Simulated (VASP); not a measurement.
A run of VASP 6.6.1:

File INCAR:

```
PREC     = Accurate       # precision mode
ENCUT    = 520            # plane-wave cutoff, eV
EDIFF    = 1E-6           # SCF threshold, eV
ISMEAR   = 0              # smearing method
SIGMA    = 0.05           # smearing width, eV
LREAL    = False          # projectors in reciprocal space
LASPH    = True           # aspherical terms in the spheres
NELM     = 80             # most SCF steps
ALGO     = Normal         # electronic algorithm
ISIF     = 2              # what is computed and relaxed
LWAVE    = False          # write WAVECAR
LCHARG   = False          # write CHGCAR
GGA      = PE             # functional
IVDW     = 12             # dispersion correction
NBANDS   = 16             # bands
```

File KPOINTS:

```
regular mesh
0
Gamma
  12 12 4
```

POSCAR

```
BN
1.0
    2.5099983704      0.0000000000      0.0000000000
   -1.2549991852      2.1737223522      0.0000000000
    0.0000000000      0.0000000000      6.6900000000
B N
2 2
Direct
    0.0000000000      0.0000000000      0.5000000000
    0.3333333333      0.6666666667      0.0000000000
    0.0000000000      0.0000000000      0.0000000000
    0.5869853400      0.3333333333      0.5000000000
```

Potentials or basis: VASP PAW PBE potentials, release 64 (B, N).

Command:

```console
$ cat potpaw_PBE.64/B/POTCAR potpaw_PBE.64/N/POTCAR > POTCAR
$ mpirun -np 1 vasp_std > vasp.out
```

Hardware: 1 thread of Intel(R) Xeon(R) Platinum 8259CL CPU @ 2.50GHz (Skylake/Cascade Lake), with other jobs on the host.

Question: Estimate the wall time of this run.

Answer: Run time: 91 s on 1 thread of Intel(R) Xeon(R) Platinum 8259CL CPU @ 2.50GHz (Skylake/Cascade Lake), with other jobs on the host, peak memory 0.24 GiB. Counts: scf iterations 14, k points 222.
